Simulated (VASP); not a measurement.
Input of a VASP 6.6.1 run:

The input INCAR:

```
ALGO = Normal
EDIFF = 1E-6
ENCUT = 600
GGA = PE
GGA_COMPAT = F
ISIF = 2
ISMEAR = 0
ISPIN = 2
LASPH = T
LCHARG = F
LDAU = T
LDAUJ = 0 0
LDAUL = 3 -1
LDAUPRINT = 1
LDAUTYPE = 2
LDAUU = 6 0
LMAXMIX = 6
LORBIT = 11
LREAL = F
LWAVE = F
MAGMOM = 7.44 -0.09
NBANDS = 22
NELM = 200
PREC = Accurate
SIGMA = 0.05
```

Contents of KPOINTS:

```
k-points
0
Gamma
  10 10 10
```

The input POSCAR:

```
EuO
1.0
    0.0000000000      2.5882963236      2.5882963236
    2.5882963236      0.0000000000      2.5882963236
    2.5882963236      2.5882963236      0.0000000000
Eu O
1 1
Direct
    0.0000000000      0.0000000000      0.0000000000
    0.5000000000      0.5000000000      0.5000000000
```

Potentials or basis: VASP PAW PBE potentials, release 64 (Eu, O).

The run is started by

```bash
$ cat potpaw_PBE.64/Eu/POTCAR potpaw_PBE.64/O/POTCAR > POTCAR
$ mpirun -np 1 vasp_std > vasp.out
```

Estimate the site moments.

Eu +6.73; O -0.09 μB.

Predict the pressure.

-0.4 GPa.

Eigenvalues of the final occupation matrices:
| site | spin | trace | eigenvalues |
| --- | --- | --- | --- |
| site 1 f | 1 | 6.81 | 0.96 0.97 0.97 0.97 0.98 0.98 0.98 |
| site 1 f | 2 | 0.02 | 0.00 0.00 0.00 0.00 0.00 0.00 0.00 |

Caveat: semilocal functionals underestimate gaps, and a narrow one can read as zero; spin-orbit coupling is left out, which moves the levels of the heavy elements; a cell with one magnetic atom can't hold antiferromagnetic order, which such compounds often take.
